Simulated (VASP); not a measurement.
# AgRh (P-6m2) in VASP: notebook

Runs on AgRh. Level: PBE. Tasks: single point.

Everything below comes from runs of VASP 6.6.1. Logs are shortened: lines on timing, memory, paths and dates and some standing lists are left out, and cuts for length are marked.

## 1. The cell of the first run

It takes space group P-6m2 (No. 187, hexagonal). Conventional cell: a = 2.418 Å, b = 2.418 Å, c = 4.187 Å, α = 90.00°, β = 90.00°, γ = 120.00°. Within 3.2 Å of Ag (site symmetry -6m2) lie 6 Ag at 2.42 Å and 6 Rh at 2.52 Å. Within 3.2 Å of Rh (site symmetry -6m2) lie 6 Rh at 2.42 Å and 6 Ag at 2.52 Å.

## 2. Single point, PBE (volume scaled by 0.66)

The input, INCAR:

```
SYSTEM = AgRh
  PREC = Accurate
  ENCUT = 520
  EDIFF = 1E-6
  ISMEAR = -1
  SIGMA = 0.05
  LREAL = .False.
  LASPH = .True.
  NELM = 60
  ALGO = Normal
  ISIF = 2
  LWAVE = .False.
  LCHARG = .True.
  GGA = PE
  LELF = .True.
  LVHAR = .True.
  NBANDS = 20
```

The input, KPOINTS:

```
Automatic mesh
0
Gamma
  14 14 7
  0 0 0
```

The input, POSCAR:

```
AgRh
1.0
    2.4183315232      0.0000000000      0.0000000000
   -1.2091657616      2.0943365338      0.0000000000
    0.0000000000      0.0000000000      4.1866514985
Ag Rh
1 1
Direct
    0.0000000000      0.0000000000      0.5000000000
    0.6666666667      0.3333333333      0.0000000000
```

Potentials or basis: VASP PAW PBE potentials, release 64 (Ag, Rh_pv).

Run with:

```console
> cat potpaw_PBE.64/Ag/POTCAR potpaw_PBE.64/Rh_pv/POTCAR > POTCAR
> mpirun -np 1 vasp_std > vasp.out
```

OUTCAR:

```text
SYSTEM = AgRh
   PREC = Accurate
   ENCUT = 520
   EDIFF = 1E-6
   ISMEAR = -1
   LREAL = .False.
   LASPH = .True.
   NELM = 60
   ISIF = 2
   GGA = PE

 ion  position               nearest neighbor table
   1  0.000  0.000  0.500-   2 2.52   2 2.52   2 2.52   2 2.52   2 2.52   2 2.52
   2  0.667  0.333  0.000-   1 2.52   1 2.52   1 2.52   1 2.52   1 2.52   1 2.52

  LATTYP: Found a hexagonal cell.
 ALAT       =     2.4183315232
 C/A-ratio  =     1.7312148720

  Lattice vectors:

 A1 = (   2.4183315232,   0.0000000000,   0.0000000000)
 A2 = (  -1.2091657616,   2.0943365338,   0.0000000000)
 A3 = (   0.0000000000,   0.0000000000,   4.1866514985)

Analysis of symmetry for initial positions (statically):
=====================================================================
 Subroutine PRICEL returns:
 Original cell was already a primitive cell.

 Routine SETGRP: Setting up the symmetry group for a
 hexagonal supercell.

 Subroutine GETGRP returns: Found 12 space group operations
 (whereof 12 operations were pure point group operations)
 out of a pool of 24 trial point group operations.

The static configuration has the point symmetry D_3h.

Analysis of symmetry for dynamics (positions and initial velocities):
=====================================================================
 Subroutine PRICEL returns:
 Original cell was already a primitive cell.

 Routine SETGRP: Setting up the symmetry group for a
 hexagonal supercell.

 Subroutine GETGRP returns: Found 12 space group operations
 (whereof 12 operations were pure point group operations)
 out of a pool of 24 trial point group operations.

The dynamic configuration has the point symmetry D_3h.

 Subroutine INISYM returns: Found 12 space group operations
 (whereof 12 operations are pure point group operations),
 and found     1 'primitive' translations

----------------------------------------------------------------------------------------

                                     Primitive cell

  volume of cell :      21.2046

  direct lattice vectors                    reciprocal lattice vectors
     2.418331523  0.000000000  0.000000000     0.413508235  0.238739091  0.000000000
    -1.209165762  2.094336534  0.000000000     0.000000000  0.477478182  0.000000000
     0.000000000  0.000000000  4.186651498     0.000000000  0.000000000  0.238854369

  length of vectors
     2.418331523  2.418331523  4.186651498     0.477478182  0.477478182  0.238854369

  position of ions in fractional coordinates (direct lattice)
     0.000000000  0.000000000  0.500000000
     0.666666667  0.333333333  0.000000000

  ion indices of the primitive-cell ions
   primitive index   ion index
                 1           1
                 2           2

----------------------------------------------------------------------------------------

 KPOINTS: Automatic mesh

Automatic generation of k-mesh.
 Grid dimensions read from file:
 generate k-points for:   14   14    7

 Generating k-lattice:

  Cartesian coordinates                     Fractional coordinates (reciprocal lattice)
     0.029536303  0.017052792  0.000000000     0.071428571  0.000000000  0.000000000
     0.000000000  0.034105584  0.000000000     0.000000000  0.071428571  0.000000000
     0.000000000  0.000000000  0.034122053     0.000000000  0.000000000  0.142857143

  Length of vectors
     0.034105584  0.034105584  0.034122053

  Shift w.r.t. Gamma in fractional coordinates (k-lattice)
     0.000000000  0.000000000  0.000000000

 Subroutine IBZKPT returns following result:
 ===========================================

 Found     96 irreducible k-points:

 Following reciprocal coordinates:
            Coordinates               Weight
  0.000000  0.000000  0.000000      1.000000
  0.071429  0.000000  0.000000      6.000000
  0.142857  0.000000  0.000000      6.000000
  0.214286  0.000000  0.000000      6.000000
  0.285714  0.000000  0.000000      6.000000
  0.357143  0.000000  0.000000      6.000000
[... 16 lines left out ...]
  0.285714  0.285714  0.000000      6.000000
  0.357143  0.285714  0.000000      6.000000
 [... further k-points ...]
   k-points           NKPTS =     96   k-points in BZ     NKDIM =     96   number of bands    NBANDS=     20
   number of dos      NEDOS =    301   number of ions     NIONS =      2
   total plane-waves  NPLWV =  10368
   dimension x,y,z NGX =    18 NGY =   18 NGZ =   32
   dimension x,y,z NGXF=    36 NGYF=   36 NGZF=   64
   ions per type =               1   1
   NGX,Y,Z   is equivalent  to a cutoff of  12.37, 12.37, 12.71 a.u.
   NGXF,Y,Z  is equivalent  to a cutoff of  24.75, 24.75, 25.41 a.u.
 SYSTEM =  AgRh
   PREC   = accura    normal or accurate (medium, high low for compatibility)
   ISTART =      0    job   : 0-new  1-cont  2-samecut
   ICHARG =      2    charge: 1-file 2-atom 10-const
   ISPIN  =      1    spin polarized calculation?
   LNONCOLLINEAR =      F non collinear calculations
   LSORBIT =      F    spin-orbit coupling
   LASPH  =      T    aspherical Exc in radial PAW
   ENCUT  =  520.0 eV  38.22 Ry    6.18 a.u.   4.50  4.50  7.78*2*pi/ulx,y,z
   NELM   =     60;   NELMIN=  2; NELMDL= -5     # of ELM steps
   EDIFF  = 0.1E-05   stopping-criterion for ELM
   LREAL  =      F    real-space projection
   EDIFFG = 0.1E-04   stopping-criterion for IOM
   NSW    =      0    number of steps for IOM
   IBRION =     -1    ionic relax: 0-MD 1-quasi-New 2-CG
   NFREE  =      0    steps in history (QN), initial steepest desc. (CG)
   ISIF   =      2    stress and relaxation
   ISYM   =      2    0-nonsym 1-usesym 2-fastsym
   POTIM  = 0.5000    time-step for ionic-motion
   TEBEG  =    0.0;   TEEND  =   0.0 temperature during run
   PSTRESS=    0.0 pullay stress
   NELECT =      26.0000    total number of electrons
   NUPDOWN=      -1.0000    fix difference up-down
   EMIN   =  10.00;   EMAX   =-10.00  energy-range for DOS
   EFERMI =   0.00;   METHOD = LEGACY
   ISMEAR =    -1;   SIGMA  =   0.05  broadening in eV -4-tet -1-fermi 0-gaus
   EFERMI_NEDOS =   21; number of points for ismear=-14 and -15
   IALGO  =     38    algorithm
   IMIX   =      4    mixing-type and parameters
     AMIX     =   0.40;   BMIX     =  1.00
     AMIX_MAG =   1.60;   BMIX_MAG =  1.00
  volume/ion in A,a.u.               =      10.60        71.55
  Fermi-wavevector in a.u.,A,eV,Ry     =   1.752224  3.311223 41.773808  3.070288
  Thomas-Fermi vector in A             =   2.822596
   LORBIT       =      0    0 simple, 1 ext, 2 COOP (PROOUT), +10 PAW based schemes
   GGA     = PE    functional components
   LHFCALC =     F    Hartree Fock is set to
   AEXX    =    0.0000 exact exchange contribution
   IVDW    =     0    specifies the selected vdW correction
   LEPSILON=     F    determine dielectric tensor
   LRPA    =     F    only Hartree local field effects (RPA)
 non-spin polarized calculation
  energy-cutoff  :      520.00
  volume of cell :       21.20
 maximum number of plane-waves:       592
 NGX is ok and might be reduce to    18
   NGX =  9   NGY =  9   NGZ = 15

 number of electron      26.0000005 magnetization

 Free energy of the ion-electron system (eV)
  ---------------------------------------------------
  ext. energy  EPLUGINS =         0.00000000
  ---------------------------------------------------
  free energy    TOTEN  =        -5.51642444 eV

  energy without entropy =       -5.50127342  energy(sigma->0) =       -5.50884893

 E-fermi :  16.7910     XC(G=0): -15.5104

 val. band max:       16.7860575267   @ k =   0.0714   0.0000   0.4286
 cond. band min:      16.7934645393   @ k =   0.3571   0.0000   0.0000
 fundamental gap:      0.0074070126
 Fermi energy:        16.7910028717

 k-point     1 :       0.0000    0.0000    0.0000
  band No.  band energies     occupation
      1     -30.0029      2.00000
      2     -29.3305      2.00000
      3     -29.3305      2.00000
      4       6.0152      2.00000
      5       7.5765      2.00000
      6      10.1338      2.00000
[... 12 lines left out ...]
     19      36.2927      0.00000
     20      37.7037      0.00000

 k-point     2 :       0.0714    0.0000    0.0000
  band No.  band energies     occupation
      1     -29.9911      2.00000
      2     -29.4146      2.00000
      3     -29.3494      2.00000
      4       6.2498      2.00000
      5       7.7441      2.00000
      6       9.9674      2.00000
[... 12 lines left out ...]
     19      36.6563      0.00000
     20      37.7031      0.00000

 k-point     3 :       0.1429    0.0000    0.0000
  band No.  band energies     occupation
      1     -29.9577      2.00000
      2     -29.6470      2.00000
      3     -29.4022      2.00000
      4       6.8844      2.00000
      5       8.1585      2.00000
      6       9.6574      2.00000
[... 12 lines left out ...]
     19      37.3681      0.00000
     20      37.7103      0.00000

 k-point     4 :       0.2143    0.0000    0.0000
  band No.  band energies     occupation
      1     -29.9753      2.00000
      2     -29.9093      2.00000
      3     -29.4778      2.00000
      4       7.5523      2.00000
      5       8.5581      2.00000
      6       9.7095      2.00000
[... 12 lines left out ...]
     19      37.7206      0.00000
     20      37.7696      0.00000

 k-point     5 :       0.2857    0.0000    0.0000
  band No.  band energies     occupation
      1     -30.3297      2.00000
      2     -29.8551      2.00000
      3     -29.5609      2.00000
      4       7.5303      2.00000
      5       8.8942      2.00000
      6       9.2002      2.00000
[... 12 lines left out ...]
     19      35.7831      0.00000
     20      37.9770      0.00000

 k-point     6 :       0.3571    0.0000    0.0000
  band No.  band energies     occupation
      1     -30.6408      2.00000
      2     -29.8058      2.00000
      3     -29.6349      2.00000
      4       7.1793      2.00000
      5       8.4541      2.00000
      6       8.9464      2.00000
[... 12 lines left out ...]
     19      33.9142      0.00000
     20      37.2576      0.00000

 k-point     7 :       0.4286    0.0000    0.0000
  band No.  band energies     occupation
      1     -30.8517      2.00000
      2     -29.7716      2.00000
      3     -29.6857      2.00000
      4       6.8995      2.00000
      5       7.9846      2.00000
      6       8.8302      2.00000
[... 12 lines left out ...]
     19      32.5601      0.00000
     20      34.6657      0.00000
[... 277 lines left out ...]
 k-point    20 :       0.2143    0.2143    0.0000
  band No.  band energies     occupation
      1     -30.5403      2.00000
      2     -29.8518      2.00000
      3     -29.7930      2.00000
      4       8.5004      2.00000
      5       8.6280      2.00000
      6       9.4176      2.00000
[... 12 lines left out ...]
     19      34.0371      0.00000
     20      37.0564      0.00000

 k-point    21 :       0.2857    0.2143    0.0000
  band No.  band energies     occupation
      1     -30.6543      2.00000
      2     -30.0036      2.00000
      3     -29.7593      2.00000
      4       8.2811      2.00000
      5       8.3704      2.00000
      6       9.6876      2.00000
[... 12 lines left out ...]
     19      33.5726      0.00000
     20      36.0457      0.00000

 k-point    22 :       0.3571    0.2143    0.0000
  band No.  band energies     occupation
      1     -30.7092      2.00000
      2     -30.0957      2.00000
      3     -29.7405      2.00000
      4       8.0936      2.00000
      5       8.2424      2.00000
      6       9.8042      2.00000
[... 12 lines left out ...]
     19      33.1108      0.00000
     20      34.1741      0.00000

 k-point    23 :       0.2857    0.2857    0.0000
  band No.  band energies     occupation
      1     -30.6202      2.00000
      2     -30.2113      2.00000
      3     -29.7378      2.00000
      4       8.1752      2.00000
      5       8.8371      2.00000
      6       9.8317      2.00000
[... 12 lines left out ...]
     19      33.6043      0.00000
     20      34.7791      0.00000

 k-point    24 :       0.3571    0.2857    0.0000
  band No.  band energies     occupation
      1     -30.5677      2.00000
      2     -30.3259      2.00000
      3     -29.7301      2.00000
      4       8.1434      2.00000
      5       9.0131      2.00000
      6       9.8946      2.00000
[... 12 lines left out ...]
     19      33.3927      0.00000
     20      33.9549      0.00000

 [... further k-points ...]
[... 5 lines left out ...]
  --------------------------------------------------------------------------------------
  -------------------------------------------------------------------------------------
  Total       25.4545667     25.4545667     21.5508226      0.0000000      0.0000000     -0.0000000
  in kB     1923.3006348   1923.3006347   1628.3408465      0.0000000      0.0000000     -0.0000000
  external PRESSURE =    1824.9807053 kB  Pullay stress =       0.0000000 kB

 VOLUME and BASIS-vectors are now :
 -----------------------------------------------------------------------------
  energy-cutoff  :      520.00
  volume of cell :       21.20
      direct lattice vectors                 reciprocal lattice vectors
     2.418331523  0.000000000  0.000000000     0.413508235  0.238739091  0.000000000
    -1.209165762  2.094336534  0.000000000     0.000000000  0.477478182  0.000000000
     0.000000000  0.000000000  4.186651498     0.000000000  0.000000000  0.238854369

 POSITION                                       TOTAL-FORCE (eV/Angst)
 -----------------------------------------------------------------------------------
      0.00000      0.00000      2.09333        -0.000000     -0.000000      0.000000
      1.20917      0.69811      0.00000         0.000000      0.000000      0.000000
 -----------------------------------------------------------------------------------
    total drift:                               -0.000000      0.000000      0.000000

  FREE ENERGIE OF THE ION-ELECTRON SYSTEM (eV)
  ---------------------------------------------------
  free  energy   TOTEN  =        -5.5164244376 eV

  energy  without entropy=       -5.5012734201  energy(sigma->0) =       -5.50884893
```

Wall time 17 s (1 thread of Intel Xeon 6975P-C (Granite Rapids), shared host); peak memory 0.16 GiB.

Results:

```
Free energy            : -5.5164 eV
Pressure               : 182.5 GPa
Band gap on the k mesh : zero (band 13 reaches 18.96 eV, above the bottom of band 14 at 16.37 eV)
```

[end of part 1 of 2]
